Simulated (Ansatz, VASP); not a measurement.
RbGa3Te2: VASP beside Ansatz

```
CELL_PARAMETERS angstrom
5.69232 0.00000 0.00000
-2.84616 4.92969 0.00000
0.00000 0.00000 6.52547
ATOMIC_POSITIONS crystal
Rb 0.00000 0.00000 0.50000
Ga 0.33333 0.66667 0.50000
Ga 0.66667 0.33333 0.50000
Ga 0.00000 0.00000 0.00000
Te 0.33333 0.66667 0.00000
Te 0.66667 0.33333 0.00000
```

Alike in both runs: functional PBE; k mesh 12 × 12 × 6; occupations gaussian, width 0.1 eV; no spin polarisation.

Ansatz relaxed the structure, and its values are those at the end. VASP's run is a single point on that final structure, the one shown.

```csv
,VASP,Ansatz
version,VASP 6.6.1,Ansatz 0.2.0
potentials or method,"VASP PAW PBE potentials, release 64 (Rb_sv, Ga_d, Te), cutoff 520 eV","scalar-relativistic, plane waves, PAW"
valence electrons in the cell,60,80
```

```tsv
	VASP	Ansatz	Ansatz less VASP
gap on the k mesh at the Fermi level (eV)	none	none	-
pressure (GPa)	0.0	0.0	-0.02
```

A gap of «none» marks a metal or a gap that the smearing closes. VASP's potentials hold 60 valence electrons a cell and Ansatz's 80, so a difference there can come from the potentials and not from the codes.

Spin-orbit coupling is off throughout.
